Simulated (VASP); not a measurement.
# Ta (Fd-3m) in VASP: a series of runs, part 3 of 3

VASP 6.6.1.

## 5. Single point, PBE

This run uses another cell than the first one, of 10.93 Å³/atom, 1.120 times its volume.

The input, INCAR:

```
SYSTEM = Ta
PREC     = Accurate       ! precision mode
ENCUT    = 520            ! plane-wave cutoff, eV
EDIFF    = 1E-6           ! SCF threshold, eV
ISMEAR   = -1             ! smearing method
SIGMA    = 0.08           ! smearing width, eV
LREAL    = .False.        ! projectors in reciprocal space
LASPH    = .True.         ! aspherical terms in the spheres
NELM     = 60             ! most SCF steps
ALGO     = Normal         ! electronic algorithm
ISIF     = 2              ! what is computed and relaxed
LWAVE    = .False.        ! write WAVECAR
LCHARG   = .False.        ! write CHGCAR
GGA      = PE             ! functional
NBANDS   = 18             ! bands
```

The input, KPOINTS:

```
regular mesh
0
Gamma
  15 15 15
  0 0 0
```

The input, POSCAR:

```
Ta
1.0
    0.0000000000      2.2193522334      2.2193522334
    2.2193522334      0.0000000000      2.2193522334
    2.2193522334      2.2193522334      0.0000000000
Ta
2
Direct
   -0.1250000000     -0.1250000000     -0.1250000000
    0.1250000000      0.1250000000      0.1250000000
```

Potentials or basis: VASP PAW PBE potentials, release 64 (Ta_pv).

Run with:

```bash
cat potpaw_PBE.64/Ta_pv/POTCAR > POTCAR
mpirun -np 1 vasp_std > vasp.out
```

OUTCAR:

```text
SYSTEM = Ta
   PREC = Accurate
   ENCUT = 520
   EDIFF = 1E-6
   ISMEAR = -1
   LREAL = .False.
   LASPH = .True.
   NELM = 60
   ISIF = 2
   GGA = PE

 ion  position               nearest neighbor table
   1  0.875  0.875  0.875-   2 1.92   2 1.92   2 1.92   2 1.92
   2  0.125  0.125  0.125-   1 1.92   1 1.92   1 1.92   1 1.92

  LATTYP: Found a face centered cubic cell.
 ALAT       =     4.4387044668

  Lattice vectors:

 A1 = (   0.0000000000,   2.2193522334,   2.2193522334)
 A2 = (   2.2193522334,   0.0000000000,   2.2193522334)
 A3 = (   2.2193522334,   2.2193522334,   0.0000000000)

Analysis of symmetry for initial positions (statically):
=====================================================================
 Subroutine PRICEL returns:
 Original cell was already a primitive cell.

 Routine SETGRP: Setting up the symmetry group for a
 face centered cubic supercell.

 Subroutine GETGRP returns: Found 48 space group operations
 (whereof 12 operations were pure point group operations)
 out of a pool of 48 trial point group operations.

The static configuration has the point symmetry D_3d.
 The point group associated with its full space group is O_h .

Analysis of symmetry for dynamics (positions and initial velocities):
=====================================================================
 Subroutine PRICEL returns:
 Original cell was already a primitive cell.

 Routine SETGRP: Setting up the symmetry group for a
 face centered cubic supercell.

 Subroutine GETGRP returns: Found 48 space group operations
 (whereof 12 operations were pure point group operations)
 out of a pool of 48 trial point group operations.

The dynamic configuration has the point symmetry D_3d.
 The point group associated with its full space group is O_h .
[... 110 lines left out ...]
   NELECT =      22.0000    total number of electrons
   NUPDOWN=      -1.0000    fix difference up-down
   EMIN   =  10.00;   EMAX   =-10.00  energy-range for DOS
   EFERMI =   0.00;   METHOD = LEGACY
   ISMEAR =    -1;   SIGMA  =   0.08  broadening in eV -4-tet -1-fermi 0-gaus
   EFERMI_NEDOS =   21; number of points for ismear=-14 and -15
   IALGO  =     38    algorithm
   IMIX   =      4    mixing-type and parameters
     AMIX     =   0.40;   BMIX     =  1.00
     AMIX_MAG =   1.60;   BMIX_MAG =  1.00
  volume/ion in A,a.u.               =      10.93        73.77
  Fermi-wavevector in a.u.,A,eV,Ry     =   1.640512  3.100119 36.617096  2.691281
  Thomas-Fermi vector in A             =   2.731138
   LORBIT       =      0    0 simple, 1 ext, 2 COOP (PROOUT), +10 PAW based schemes
   GGA     = PE    functional components
   LHFCALC =     F    Hartree Fock is set to
   AEXX    =    0.0000 exact exchange contribution
   IVDW    =     0    specifies the selected vdW correction
   LEPSILON=     F    determine dielectric tensor
   LRPA    =     F    only Hartree local field effects (RPA)
 non-spin polarized calculation
  energy-cutoff  :      520.00
  volume of cell :       21.86
 maximum number of plane-waves:       609
   NGX = 11   NGY = 11   NGZ = 11

 number of electron      22.0000002 magnetization

 Free energy of the ion-electron system (eV)
  ---------------------------------------------------
  ext. energy  EPLUGINS =         0.00000000
  ---------------------------------------------------
  free energy    TOTEN  =         4.09370815 eV

  energy without entropy =        4.11937871  energy(sigma->0) =        4.10654343

 E-fermi :  10.9942     XC(G=0): -14.9745

 val. band max:       10.9602407293   @ k =  -0.4000   0.2667   0.0000
 cond. band min:      10.9951089472   @ k =  -0.3333   0.2000   0.0667
 fundamental gap:      0.0348682179
 Fermi energy:        10.9942473589

 k-point     1 :       0.0000    0.0000    0.0000
  band No.  band energies     occupation
      1     -27.8103      2.00000
      2     -27.8103      2.00000
      3     -27.8103      2.00000
      4     -21.9800      2.00000
      5     -21.9800      2.00000
      6     -21.9800      2.00000
[... 481 lines left out ...]
      5     -21.1422      2.00000
      6     -21.1307      2.00000
[... 10 lines left out ...]
     17      23.7033      0.00000
     18      24.6312      0.00000

 [... further k-points ...]

------------------------ aborting loop because EDIFF is reached ----------------------------------------

  FORCE on cell =-STRESS in cart. coord.  units (eV):
  Direction    XX          YY          ZZ          XY          YZ          ZX
  --------------------------------------------------------------------------------------
  -------------------------------------------------------------------------------------
  Total       66.2276096     66.2276096     66.2276096     -0.0000000     -0.0000000     -0.0000000
  in kB     4853.3427527   4853.3427527   4853.3427527     -0.0000000     -0.0000000     -0.0000000
  external PRESSURE =    4853.3427527 kB  Pullay stress =       0.0000000 kB

 VOLUME and BASIS-vectors are now :
 -----------------------------------------------------------------------------
  energy-cutoff  :      520.00
  volume of cell :       21.86
      direct lattice vectors                 reciprocal lattice vectors
     0.000000000  2.219352233  2.219352233    -0.225290962  0.225290962  0.225290962
     2.219352233  0.000000000  2.219352233     0.225290962 -0.225290962  0.225290962
     2.219352233  2.219352233  0.000000000     0.225290962  0.225290962 -0.225290962

 POSITION                                       TOTAL-FORCE (eV/Angst)
 -----------------------------------------------------------------------------------
      3.88387      3.88387      3.88387         0.000000      0.000000      0.000000
      0.55484      0.55484      0.55484        -0.000000     -0.000000     -0.000000
 -----------------------------------------------------------------------------------
    total drift:                                0.000000      0.000000      0.000000

  FREE ENERGIE OF THE ION-ELECTRON SYSTEM (eV)
  ---------------------------------------------------
  free  energy   TOTEN  =         4.0937081478 eV

  energy  without entropy=        4.1193787148  energy(sigma->0) =        4.10654343
```

It took 41 s on 1 thread of Intel Xeon 8259CL, shared host; peak memory 0.17 GiB.

Results:

```
Free energy            : 4.0937 eV
Pressure               : 485.3 GPa
Band gap on the k mesh : zero (band 11 reaches 12.69 eV, above the bottom of band 12 at 7.72 eV)
```

Levels at points of the mesh, in eV from the Fermi level:
```
           k point  band 8  band 9  band 10  band 11  band 12  band 13  band 14  band 15
(0.00, 0.00, 0.00)   -6.73   -6.73    -1.36    -1.36    -1.36     5.66     5.66     5.66
```

Caveat: spin-orbit coupling is left out, which moves the levels of the heavy elements.

## 6. Summary

```csv
task,cell,cutoff (eV),gap on the mesh (eV),pressure (GPa)
relaxation of cell and atoms,"relaxed to 480 GPa from a = 3.023 Å, angles 60.0°, 2 atoms",600,none,480.0
relaxation of cell and atoms,"relaxed to 480 GPa from a = 3.143 Å, angles 60.0°, 2 atoms",600,none,480.0
single point,"a = 3.143 Å, angles 60.0°, 2 atoms",520,none,478.9
single point,"a = 3.139 Å, angles 60.0°, 2 atoms",520,none,485.3
```

Alike in all rows: level PBE; potentials or basis VASP PAW PBE potentials, release 64 (Ta_pv); no spin polarisation; k mesh 15 × 15 × 15; smearing fermi-dirac 0.08 eV.

Caveats: spin-orbit coupling is left out, which moves the levels of the heavy elements; the cell is relaxed towards a set pressure, so the enthalpy falls and the energy may rise (some runs).

Absolute energies hang on the potentials; compare differences alone.
